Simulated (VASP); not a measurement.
Here is a VASP 6.6.1 calculation.

The input INCAR:

```
PREC = Accurate
ENCUT = 400
EDIFF = 1E-8
ISMEAR = -1
SIGMA = 0.01
LREAL = False
LASPH = True
NELM = 120
ALGO = Normal
ISIF = 2
LWAVE = False
LCHARG = False
GGA = CA
LEFG = True
NBANDS = 15
GGA_COMPAT = False
```

The input KPOINTS:

```
Automatic mesh
0
Gamma
  7 7 7
```

POSCAR

```
CsI
1.0
    4.5514266418      0.0000000000      0.0000000000
    0.0000000000      4.5514266418      0.0000000000
    0.0000000000      0.0000000000      4.5514266418
Cs I
1 1
Direct
    0.0000000000      0.0000000000      0.0000000000
    0.5000000000      0.5000000000      0.5000000000
```

Potentials or basis: VASP PAW LDA potentials, release 64 (Cs_sv, I).

The run is started by

```bash
$ cat potpaw_LDA.64/Cs_sv/POTCAR potpaw_LDA.64/I/POTCAR > POTCAR
$ mpirun -np 1 vasp_std > vasp.out
```

Estimate the pressure.

-1.3 GPa.

Estimate the band gap on the k mesh.

3.60 eV, indirect (least direct gap 3.66 eV).

Caveat: without QUAD_EFG the Cq values of the log hold for a quadrupole moment of 1 mb, not for the nuclei; spin-orbit coupling is left out, which moves the levels of the heavy elements. A k mesh can miss the band edges.
